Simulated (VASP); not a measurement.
Write the native input for VASP 6.6.1 that does the following.

| Item | Value |
| --- | --- |
| Task | single point |
| Functional | PBEsol |
| Potentials or basis | VASP PAW PBE potentials, release 64 (Ge_d) |
| Cutoff | 520 eV |
| k mesh | 16 × 16 × 9 |
| Occupations | fermi-dirac, width 0.08 eV |
| Spin | no spin polarisation |
| Dipole correction | no |
| Further INCAR settings | ALGO = Normal; EDIFF = 1e-06; NBANDS = 21 |

The structure of Ge lies in POSCAR:

```
Ge
1.0
    2.1790338304      0.0000000000      0.0000000000
   -1.0895169152      1.8870986529      0.0000000000
    0.0000000000      0.0000000000      3.5627705713
Ge
2
Direct
    0.3333333333      0.6666666667      0.2500000000
    0.6666666667      0.3333333333      0.7500000000
```

This cell differs from its parent crystal: volume scaled by 0.4.

One way to write it, as run:

INCAR

```
SYSTEM = Ge
  PREC = Accurate
  ENCUT = 520
  EDIFF = 1E-6
  ISMEAR = -1
  SIGMA = 0.08
  LREAL = .False.
  LASPH = .True.
  NELM = 60
  ALGO = Normal
  ISIF = 2
  LWAVE = .False.
  LCHARG = .True.
  GGA = PS
  LELF = .True.
  LVHAR = .True.
  NBANDS = 21
```

KPOINTS

```
regular mesh
0
Gamma
  16 16 9
  0 0 0
```

Potentials or basis: VASP PAW PBE potentials, release 64 (Ge_d).

Run with:

```bash
$ cat potpaw_PBE.64/Ge_d/POTCAR > POTCAR
$ mpirun -np 1 vasp_std > vasp.out
```

Results of the run:

The pressure is 541.8 GPa. The band gap on the k mesh is zero (band 14 reaches 38.80 eV, above the bottom of band 15 at 18.32 eV).

Caveat: the PAW data sets were made with another functional, which shifts forces and pressure a little.

Run time: 38 s on 1 thread of Intel(R) Xeon(R) Platinum 8259CL CPU @ 2.50GHz (Skylake/Cascade Lake), on a shared host, peak memory 0.15 GiB.
